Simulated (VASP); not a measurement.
# Ta (Pm-3m) in VASP: a series of runs, part 2 of 2

VASP 6.6.1. The steps go on from the part before.

### Step 3. Density of states, PBE

This run uses another cell than the first one, of 20.68 Å³/atom, 1.316 times its volume.

Input file POSCAR:

```
Ta
1.0
    2.7449219440      0.0000000000      0.0000000000
    0.0000000000      2.7449219440      0.0000000000
    0.0000000000      0.0000000000      2.7449219440
Ta
1
Direct
    0.0000000000      0.0000000000      0.0000000000
```

Input file INCAR.step1:

```
SYSTEM = Ta
ALGO = Normal ; EDIFF = 1E-7
ENCUT = 520 ; GGA = PE
ISIF = 2 ; ISMEAR = -1
LASPH = .TRUE. ; LCHARG = .TRUE.
LMAXMIX = 4 ; LREAL = .FALSE.
LWAVE = .FALSE. ; NBANDS = 12
NELM = 100 ; PREC = Accurate
SIGMA = 0.08
```

Input file KPOINTS.step1:

```
k-points
0
G
  14 14 14
  0 0 0
```

Input file INCAR.step2:

```
SYSTEM = Ta
ALGO = Normal ; EDIFF = 1E-7
ENCUT = 520 ; GGA = PE
ICHARG = 11 ; ISIF = 2
ISMEAR = -5 ; LASPH = .TRUE.
LCHARG = .FALSE. ; LMAXMIX = 4
LORBIT = 11 ; LREAL = .FALSE.
LWAVE = .FALSE. ; NBANDS = 12
NEDOS = 1001 ; NELM = 100
PREC = Accurate ; SIGMA = 0.08
```

Input file KPOINTS.step2:

```
k-points
0
G
  21 21 21
  0 0 0
```

Potentials or basis: VASP PAW PBE potentials, release 64 (Ta_pv).

Command:

```bash
$ cat potpaw_PBE.64/Ta_pv/POTCAR > POTCAR
$ cp INCAR.step1 INCAR
$ cp KPOINTS.step1 KPOINTS
$ mpirun -np 1 vasp_std > vasp.out
$ cp INCAR.step2 INCAR
$ cp KPOINTS.step2 KPOINTS
$ mpirun -np 1 vasp_std > vasp.out
```

OUTCAR:

```text
SYSTEM = Ta
   EDIFF = 1E-7
   ENCUT = 520
   GGA = PE
   ICHARG = 11
   ISIF = 2
   ISMEAR = -5
   LASPH = .TRUE.
   LORBIT = 11
   LREAL = .FALSE.
   NELM = 100
   PREC = Accurate

 ion  position               nearest neighbor table
   1  0.000  0.000  0.000-

  LATTYP: Found a simple cubic cell.
 ALAT       =     2.7449219440

  Lattice vectors:

 A1 = (   2.7449219440,   0.0000000000,   0.0000000000)
 A2 = (   0.0000000000,   2.7449219440,   0.0000000000)
 A3 = (   0.0000000000,   0.0000000000,   2.7449219440)

Analysis of symmetry for initial positions (statically):
=====================================================================
 Subroutine PRICEL returns:
 Original cell was already a primitive cell.

 Routine SETGRP: Setting up the symmetry group for a
 simple cubic supercell.

 Subroutine GETGRP returns: Found 48 space group operations
 (whereof 48 operations were pure point group operations)
 out of a pool of 48 trial point group operations.

The static configuration has the point symmetry O_h .

Analysis of symmetry for dynamics (positions and initial velocities):
=====================================================================
 Subroutine PRICEL returns:
 Original cell was already a primitive cell.

 Routine SETGRP: Setting up the symmetry group for a
 simple cubic supercell.

 Subroutine GETGRP returns: Found 48 space group operations
 (whereof 48 operations were pure point group operations)
 out of a pool of 48 trial point group operations.

The dynamic configuration has the point symmetry O_h .

 Subroutine INISYM returns: Found 48 space group operations
 (whereof 48 operations are pure point group operations),
 and found     1 'primitive' translations

----------------------------------------------------------------------------------------

[... 114 lines left out ...]
  Fermi-wavevector in a.u.,A,eV,Ry     =   1.326404  2.506540 23.937366  1.759347
  Thomas-Fermi vector in A             =   2.455793
   LORBIT       =     11    0 simple, 1 ext, 2 COOP (PROOUT), +10 PAW based schemes
   GGA     = PE    functional components
   LHFCALC =     F    Hartree Fock is set to
   AEXX    =    0.0000 exact exchange contribution
   IVDW    =     0    specifies the selected vdW correction
   LEPSILON=     F    determine dielectric tensor
   LRPA    =     F    only Hartree local field effects (RPA)
 non-spin polarized calculation
 Fermi weights with tetrahedron method with Bloechl corrections
  energy-cutoff  :      520.00
  volume of cell :       20.68
 maximum number of plane-waves:       587

 number of electron      11.0000007 magnetization

 Free energy of the ion-electron system (eV)
  ---------------------------------------------------
  ext. energy  EPLUGINS =         0.00000000
  ---------------------------------------------------
  free energy    TOTEN  =       -10.69927921 eV

  energy without entropy =      -10.69927921  energy(sigma->0) =      -10.69927921

 E-fermi :   4.4082     XC(G=0): -11.8081

 val. band max:        4.5350838918   @ k =   0.4762   0.4286   0.1905
 cond. band min:       4.3736401725   @ k =   0.3810   0.2381   0.2381
 fundamental gap:     -0.1614437194
 Fermi energy:         4.4082281936

 k-point     1 :       0.0000    0.0000    0.0000
  band No.  band energies     occupation
      1     -28.9962      2.00000
      2     -28.9962      2.00000
      3     -28.9962      2.00000
      4      -2.8022      2.00000
      5       1.8585      2.00000
      6       1.8585      2.00000
      7      10.5374      0.00000
      8      10.5374      0.00000
      9      10.5374      0.00000
     10      18.7895      0.00000
     11      18.8993      0.00000
     12      18.8993      0.00000
[... 331 lines left out ...]
 k-point    24 :       0.1905    0.0952    0.0000
  band No.  band energies     occupation
      1     -29.3761      2.00000
      2     -29.0699      2.00000
      3     -28.9540      2.00000
      4      -1.5477      2.00000
      5       2.3468      2.00000
      6       3.0315      2.00000
      7       8.4477      0.00000
      8       9.0489      0.00000
      9      10.2361      0.00000
     10      16.0300      0.00000
     11      18.7909      0.00000
     12      19.4286      0.00000

 [... further k-points ...]
[... 5 lines left out ...]
  --------------------------------------------------------------------------------------
  -------------------------------------------------------------------------------------
  Total        0.0149853      0.0149853      0.0149853      0.0000000     -0.0000000      0.0000000
  in kB        1.1608732      1.1608732      1.1608732      0.0000000     -0.0000000      0.0000000
  external PRESSURE =       1.1608732 kB  Pullay stress =       0.0000000 kB

 VOLUME and BASIS-vectors are now :
 -----------------------------------------------------------------------------
  energy-cutoff  :      520.00
  volume of cell :       20.68
      direct lattice vectors                 reciprocal lattice vectors
     2.744921944  0.000000000  0.000000000     0.364309084  0.000000000  0.000000000
     0.000000000  2.744921944  0.000000000     0.000000000  0.364309084  0.000000000
     0.000000000  0.000000000  2.744921944     0.000000000  0.000000000  0.364309084

 POSITION                                       TOTAL-FORCE (eV/Angst)
 -----------------------------------------------------------------------------------
      0.00000      0.00000      0.00000         0.000000      0.000000      0.000000
 -----------------------------------------------------------------------------------
    total drift:                               -0.000000     -0.000000     -0.000000

  FREE ENERGIE OF THE ION-ELECTRON SYSTEM (eV)
  ---------------------------------------------------
  free  energy   TOTEN  =       -10.6992792088 eV

  energy  without entropy=      -10.6992792088  energy(sigma->0) =      -10.69927921

 total charge

# of ion       s       p       d       tot
------------------------------------------
    1        0.418   6.101   2.431   8.951
```

OSZICAR.step1:

```text
N       E                     dE             d eps       ncg     rms          rms(c)
DAV:   1     0.646445676619E+02    0.64645E+02   -0.60314E+03  2880   0.850E+02
DAV:   2    -0.986104606517E+01   -0.74506E+02   -0.72171E+02  3224   0.244E+02
DAV:   3    -0.110500739108E+02   -0.11890E+01   -0.11773E+01  3440   0.288E+01
DAV:   4    -0.110542356656E+02   -0.41618E-02   -0.41611E-02  3240   0.189E+00
DAV:   5    -0.110542526705E+02   -0.17005E-04   -0.17005E-04  3504   0.118E-01    0.114E+01
DAV:   6    -0.107696767289E+02    0.28458E+00   -0.29379E-01  3544   0.509E+00    0.561E+00
DAV:   7    -0.106983249009E+02    0.71352E-01   -0.22889E-01  3432   0.419E+00    0.542E-01
DAV:   8    -0.106975746360E+02    0.75026E-03   -0.91361E-03  3184   0.775E-01    0.106E-01
DAV:   9    -0.106974898805E+02    0.84755E-04   -0.23526E-04  3416   0.156E-01    0.277E-02
DAV:  10    -0.106974831242E+02    0.67564E-05   -0.51834E-06  3292   0.240E-02    0.349E-03
DAV:  11    -0.106974827616E+02    0.36257E-06   -0.11851E-07  2512   0.339E-03    0.773E-04
DAV:  12    -0.106974826690E+02    0.92612E-07   -0.15002E-08  1748   0.129E-03
   1 F= -.10697483E+02 E0= -.10683055E+02  d E =-.288563E-01
```

Run time: 25 s. Hardware: 1 thread of AMD EPYC 9R45 (Zen 5), shared host; peak memory 0.15 GiB.

What came out:

| Item | Value |
| --- | --- |
| Valence electrons inside the program's atomic spheres | Ta 8.95 |

Levels at points of the mesh, in eV from the Fermi level:
```
           k point  band 3  band 4  band 5  band 6  band 7  band 8  band 9  band 10
(0.00, 0.00, 0.00)  -33.40   -7.21   -2.55   -2.55    6.13    6.13    6.13    14.38
```

Caveat: spin-orbit coupling is left out, which moves the levels of the heavy elements; tetrahedron occupations give inexact forces and stress in metals.
